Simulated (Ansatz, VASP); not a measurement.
**CuAu in VASP and in Ansatz**

```
CELL_PARAMETERS angstrom
1.44306 0.83315 4.25617
-1.44306 0.83315 4.25617
0.00000 -1.66630 4.25617
ATOMIC_POSITIONS crystal
Au 0.99828 0.01213 0.98768
Cu 0.50074 0.50143 0.49993
```

Change from the starting cell: atoms moved at random, drawn with an rms of 0.05 Å.

Alike in both runs: task single point; functional PBE; k mesh 11 × 11 × 11; occupations fermi-dirac, width 0.05 eV; no spin polarisation.

|  | VASP | Ansatz |
| --- | --- | --- |
| version | VASP 6.6.1 | Ansatz 0.2.0 |
| potentials or method | VASP PAW PBE potentials, release 64 (Au, Cu), cutoff 520 eV | all-electron LAPW, scalar-relativistic |

VASP gave:

| Item | Value |
| --- | --- |
| gap on the k mesh at the Fermi level (eV) | none |
| pressure (GPa) | -0.3 |
| traceless stress, the component that is largest in VASP (GPa) | 1.31 |
| rms of the force components (eV/Å) | 0.080 |

Q: Estimate Ansatz's values.

A: gap on the k mesh at the Fermi level (eV): none; pressure (GPa): -0.3; traceless stress, the component that is largest in VASP (GPa): 1.21; rms of the force components (eV/Å): 0.080.

Atom by atom the forces differ by 0.000 eV/Å (rms over components). A gap of «none» marks a metal or a gap that the smearing closes. Ansatz ran all-electron here, and VASP with PAW potentials.

Neither program's run includes spin-orbit coupling.
